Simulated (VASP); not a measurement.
Crystal: Cd2S.

```
Cd S
1.0
     3.96267    0.00000    0.00000
    -1.98134    3.43177    0.00000
     0.00000    0.00000    5.80919
Cd S
2 1
Cartesian
  0.0000 2.2878 5.4183
  1.9813 1.1439 3.3620
  0.0000 2.2878 2.1245
```

| Item | Value |
| --- | --- |
| Program | VASP 6.6.1 |
| Task | relaxation of cell and atoms |
| Functional | PBE |
| Dispersion | D3(BJ) |
| Potentials or basis | VASP PAW PBE potentials, release 64 (Cd, S) |
| Cutoff | 600 eV |
| k mesh | 8 × 8 × 5 |
| Occupations | fermi-dirac, width 0.05 eV |
| Spin | no spin polarisation |

At the start: pressure -1.9 GPa; volume 26.33 Å³/atom.

Where does the relaxation end?

Over 13 steps the energy falls by 9.4 meV/atom and the volume is 24.86 Å³/atom (-5.6 %); space group P3m1 (No. 156, to 0.1 Å) before and after.

The path:
```csv
step,energy change (eV),largest force (eV/Å),pressure (GPa),volume (Å³)
1,0.0000,0.0643,-1.95,79.00
2,-0.0219,0.1421,0.13,75.40
3,-0.0220,0.1297,0.00,75.59
4,-0.0253,0.1150,0.01,75.25
5,-0.0265,0.1469,0.01,74.93
6,-0.0279,0.0453,-0.03,74.82
7,-0.0280,0.0145,-0.05,74.78
8,-0.0280,0.0169,-0.06,74.77
9,-0.0281,0.0069,0.03,74.64
10,-0.0281,0.0055,0.03,74.63
11,-0.0281,0.0040,0.03,74.61
12,-0.0281,0.0011,0.04,74.56
13,-0.0281,0.0059,0.01,74.59
```

Final structure:
```yaml
crystal:
  lattice:
    - [3.85437, 0.00000, 0.00000]
    - [-1.92719, 3.33799, 0.00000]
    - [0.00000, 0.00000, 5.79769]
  atoms:
    - { symbol: Cd, position: [0.33333, 0.66667, 0.93390] }
    - { symbol: Cd, position: [0.66667, 0.33333, 0.58140] }
    - { symbol: S, position: [0.33333, 0.66667, 0.36186] }
```
